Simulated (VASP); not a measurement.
# Si5S (P-6m2) in VASP: notebook, part 2 of 2

VASP 6.6.1. Earlier steps stand in the parts before.

## (5) Relaxation of cell and atoms, PBE

This run uses another cell than the first one, of 19.98 Å³/atom.

The input, INCAR:

```
  PREC = Accurate
  ENCUT = 600
  EDIFF = 1E-7
  ISMEAR = 0
  SIGMA = 0.1
  LREAL = F
  LASPH = T
  NELM = 80
  ALGO = Normal
  ISIF = 3
  LWAVE = F
  LCHARG = F
  GGA = PE
  IBRION = 2
  NSW = 90
  EDIFFG = -0.04
```

The input, KPOINTS:

```
regular mesh
0
Gamma
  6 6 1
```

The input, POSCAR:

```
Si5S
1.0
    2.9989432900      0.0000000000      0.0000000000
   -1.4994716500      2.5971610700      0.0000000000
    0.0000000000      0.0000000000     15.3933240300
Si S
5 1
Direct
    0.6666666700      0.3333333300      0.8184250000
    0.3333333300      0.6666666700      0.6598208500
    0.6666666700      0.3333333300      0.5000000000
    0.3333333300      0.6666666700      0.3401791500
    0.6666666700      0.3333333300      0.1815750000
    0.3333333300      0.6666666700      0.0000000000
```

The run is started by

```sh
cat potpaw_PBE.64/Si/POTCAR potpaw_PBE.64/S/POTCAR > POTCAR
mpirun -np 1 vasp_std > vasp.out
```

Wall time 6.8 min (1 thread of Intel Xeon Platinum 8488C (Sapphire Rapids), shared host); peak memory 0.25 GiB.

Results (log left out):

```
Free energy                           : -27.3154 eV
Relaxed volume                        : 14.42 Å³/atom
Relaxed cell                          : a = 2.689 Å, b = 2.689 Å, c = 13.819 Å, α = 90.00°, β = 90.00°, γ = 120.00°
Space group after relaxing (to 0.1 Å) : P-6m2 (No. 187)
Energy gained by relaxing             : 267.8 meV/atom
Ionic steps                           : 32
Pressure after relaxing               : 0.2 GPa
Largest force after relaxing          : 0.030 eV/Å
```

Forces in eV/Å, atoms in the order of the input:
```
Si   0.000  0.000  0.030
Si   0.000  0.000 -0.012
Si   0.000  0.000  0.000
Si   0.000  0.000  0.012
Si   0.000  0.000 -0.030
S    0.000  0.000  0.000
```

Stress tensor (GPa, compression positive):
```
 0.42  0.00  0.00
 0.00  0.42  0.00
 0.00  0.00 -0.19
```

The path:
| step | energy change (eV) | largest force (eV/Å) | pressure (GPa) | volume (Å³) |
| --- | --- | --- | --- | --- |
| 1 | 0.0000 | 0.1749 | -12.30 | 119.89 |
| 2 | -1.4365 | 0.1348 | -4.47 | 95.21 |
| 3 | -1.5320 | 0.1411 | -0.64 | 89.52 |
| 4 | -1.5334 | 0.1498 | 0.11 | 88.66 |
| 5 | -1.5367 | 0.1291 | 0.08 | 88.60 |
| 6 | -1.5367 | 0.1259 | 0.08 | 88.59 |
| 7 | -1.5390 | 0.0786 | 0.02 | 88.67 |
| 8 | -1.5402 | 0.0763 | -0.05 | 88.77 |
| 9 | -1.5410 | 0.0788 | -0.04 | 88.72 |
| 10 | -1.5430 | 0.0899 | -0.01 | 88.56 |
| 11 | -1.5473 | 0.1355 | 0.14 | 88.23 |
| 12 | -1.5470 | 0.0794 | 0.54 | 87.58 |
| 13 | -1.5511 | 0.1273 | 0.30 | 87.99 |
| 14 | -1.5510 | 0.0797 | 0.42 | 87.78 |
| 15 | -1.5516 | 0.1065 | 0.36 | 87.89 |
| 16 | -1.5519 | 0.1044 | 0.35 | 87.89 |
| 17 | -1.5868 | 0.1476 | -0.75 | 87.90 |
| 18 | -1.5892 | 0.1323 | -0.82 | 87.90 |
| 19 | -1.5925 | 0.0975 | -0.97 | 87.91 |
| 20 | -1.5911 | 0.1189 | -1.12 | 87.94 |
| 21 | -1.5935 | 0.1024 | -1.05 | 87.92 |
| 22 | -1.5948 | 0.1077 | -1.02 | 87.85 |
| 23 | -1.5972 | 0.1226 | -0.85 | 87.66 |
| 24 | -1.5972 | 0.1259 | -0.80 | 87.61 |
| 25 | -1.5983 | 0.1261 | -0.74 | 87.55 |
| 26 | -1.6008 | 0.1259 | -0.54 | 87.34 |
| 27 | -1.6036 | 0.1239 | -0.12 | 86.94 |
| 28 | -1.6037 | 0.1226 | 0.03 | 86.80 |
| 29 | -1.6046 | 0.1059 | 0.05 | 86.76 |
| 30 | -1.6063 | 0.0636 | 0.13 | 86.64 |
| 31 | -1.6060 | 0.0414 | 0.33 | 86.39 |
| 32 | -1.6068 | 0.0296 | 0.22 | 86.52 |

Final structure:
```
CELL_PARAMETERS angstrom
2.68889 0.00000 0.00000
-1.34444 2.32865 0.00000
0.00000 0.00000 13.81859
ATOMIC_POSITIONS crystal
Si 0.66667 0.33333 0.82804
Si 0.33333 0.66667 0.66961
Si 0.66667 0.33333 0.50000
Si 0.33333 0.66667 0.33039
Si 0.66667 0.33333 0.17196
S 0.33333 0.66667 0.00000
```

Levels at points of the mesh, in eV from the Fermi level:
| k point | band 11 | band 12 | band 13 | band 14 | band 15 | band 16 |
| --- | --- | --- | --- | --- | --- | --- |
| (0.00, 0.00, 0.00) | 3.10 | 3.10 | 3.57 | 8.67 | 8.91 | 8.91 |
| (0.50, 0.00, 0.00) | -2.54 | -2.47 | -2.37 | -0.24 | 0.31 | 1.87 |

Caveat: the k points lie up to 0.45 Å⁻¹ apart in the final cell; the volume moved by over 15 % at a fixed basis, so the end points are rough; the highest band is partly filled, so the run has too few bands.

## (6) Relaxation of cell and atoms, PBE

The input, INCAR:

```
PREC     = Accurate       # precision mode
ENCUT    = 600            # plane-wave cutoff, eV
EDIFF    = 1E-7           # SCF threshold, eV
ISMEAR   = 0              # smearing method
SIGMA    = 0.1            # smearing width, eV
LREAL    = F              # projectors in reciprocal space
LASPH    = T              # aspherical terms in the spheres
NELM     = 60             # most SCF steps
ALGO     = Normal         # electronic algorithm
ISIF     = 3              # what is computed and relaxed
LWAVE    = F              # write WAVECAR
LCHARG   = F              # write CHGCAR
GGA      = PE             # functional
IBRION   = 2              # ionic algorithm
NSW      = 90             # ionic steps
EDIFFG   = -0.04          # ionic threshold
```

The input, KPOINTS:

```
regular mesh
0
Gamma
  6 6 2
```

The input, POSCAR:

```
Si5S
1.0
    2.6809050711      0.0000000000      0.0000000000
   -1.3404525356      2.3217318967      0.0000000000
    0.0000000000      0.0000000000     14.1509578680
Si S
5 1
Direct
    0.6666666667      0.3333333333      0.8204565113
    0.3333333333      0.6666666667      0.6661051226
    0.6666666667      0.3333333333      0.5000000000
    0.3333333333      0.6666666667      0.3338948774
    0.6666666667      0.3333333333      0.1795434887
    0.3333333333      0.6666666667      0.0000000000
```

Potentials or basis: VASP PAW PBE potentials, release 64 (Si, S).

The run is started by

```sh
cat potpaw_PBE.64/Si/POTCAR potpaw_PBE.64/S/POTCAR > POTCAR
mpirun -np 1 vasp_std > vasp.out
```

Run time: 3.1 min. Hardware: 1 thread of Intel Xeon Platinum 8488C (Sapphire Rapids), shared host; peak memory 0.25 GiB.

Results (log left out):

| Property | Result |
| --- | --- |
| Free energy | -27.1768 eV |
| Relaxed volume | 14.75 Å³/atom |
| Relaxed cell | a = 2.692 Å, b = 2.692 Å, c = 14.099 Å, α = 90.00°, β = 90.00°, γ = 120.00° |
| Space group after relaxing (to 0.1 Å) | P-6m2 (No. 187) |
| Energy gained by relaxing | 2.1 meV/atom |
| Ionic steps | 10 |
| Pressure after relaxing | 0.1 GPa |
| Largest force after relaxing | 0.039 eV/Å |

Forces on the atoms (eV/Å):
```
Si   0.000  0.000 -0.039
Si   0.000  0.000  0.010
Si   0.000  0.000  0.000
Si   0.000  0.000 -0.010
Si   0.000  0.000  0.039
S    0.000  0.000  0.000
```

Stress tensor (GPa, compression positive):
```
 0.27  0.00  0.00
 0.00  0.27  0.00
 0.00  0.00 -0.18
```

The path:
```tsv
step	energy change (eV)	largest force (eV/Å)	pressure (GPa)	volume (Å³)
1	0.0000	0.1610	0.56	88.08
2	-0.0070	0.1171	-0.10	88.74
3	-0.0075	0.0923	-0.40	89.08
4	-0.0076	0.0988	-0.32	88.99
5	-0.0091	0.0785	-0.06	88.68
6	-0.0097	0.0533	0.24	88.32
7	-0.0108	0.0427	0.12	88.43
8	-0.0114	0.0546	-0.04	88.59
9	-0.0118	0.0532	0.00	88.56
10	-0.0129	0.0394	0.12	88.48
```

Final structure:
```cif
data_structure
_symmetry_space_group_name_H-M 'P 1'
_symmetry_Int_Tables_number 1
_cell_length_a 2.6919
_cell_length_b 2.6919
_cell_length_c 14.0991
_cell_angle_alpha 90.000
_cell_angle_beta 90.000
_cell_angle_gamma 120.000
_cell_volume 88.48
loop_
_atom_site_label
_atom_site_type_symbol
_atom_site_fract_x
_atom_site_fract_y
_atom_site_fract_z
_atom_site_occupancy
Si1 Si 0.66667 0.33333 0.81855 1
Si2 Si 0.33333 0.66667 0.66262 1
Si3 Si 0.66667 0.33333 0.50000 1
Si4 Si 0.33333 0.66667 0.33738 1
Si5 Si 0.66667 0.33333 0.18145 1
S1 S 0.33333 0.66667 0.00000 1
```

Levels at points of the mesh, in eV from the Fermi level:
```
           k point  band 10  band 11  band 12  band 13  band 14  band 15
(0.00, 0.00, 0.00)     1.79     3.17     3.17     3.34     8.35     8.85
(0.50, 0.00, 0.00)    -4.45    -2.50    -2.41    -2.39    -0.14     0.48
(0.00, 0.00, 0.50)    -0.06     3.17     3.17     5.12     6.72     8.85
(0.50, 0.00, 0.50)    -3.97    -3.78    -2.98    -0.82    -0.17     0.48
```

Caveat: the k points lie up to 0.45 Å⁻¹ apart in the final cell; the highest band is partly filled, so the run has too few bands.

## (7) Overview

```tsv
task	cell	k mesh	cutoff (eV)	gap on the mesh (eV)	pressure (GPa)	relaxed volume (Å³/atom)	largest force (eV/Å)
single point	a = 2.681, b = 2.681, c = 14.151 Å, angles 90.0, 90.0, 120.0°, 6 atoms, atomic positions A	6 × 6 × 1	520	none	0.0	-	-
single point	a = 2.999, b = 2.999, c = 15.393 Å, angles 90.0, 90.0, 120.0°, 6 atoms, atomic positions B	6 × 6 × 1	520	none	-12.3	-	0.11
single point	a = 2.579, b = 2.579, c = 16.340 Å, angles 90.0, 90.0, 120.0°, 6 atoms, atomic positions C	6 × 6 × 2	520	none	0.0	-	0.01
relaxation of cell and atoms	relaxed from a = 2.999, b = 2.999, c = 15.393 Å, angles 90.0, 90.0, 120.0°, 6 atoms, atomic positions B	6 × 6 × 1	600	-	0.2	14.42	0.03
relaxation of cell and atoms	relaxed from a = 2.681, b = 2.681, c = 14.151 Å, angles 90.0, 90.0, 120.0°, 6 atoms, atomic positions A	6 × 6 × 2	600	-	0.1	14.75	0.04
```

Alike in all rows: level PBE; potentials or basis VASP PAW PBE potentials, release 64 (Si, S); no spin polarisation; smearing gaussian 0.1 eV.

Caveats: all runs use coarse meshes; the highest band is partly filled, so the run has too few bands (at least some runs); the volume moved by over 15 % at a fixed basis, so the end points are rough (at least some runs).

Absolute energies hang on the potentials; compare differences alone.
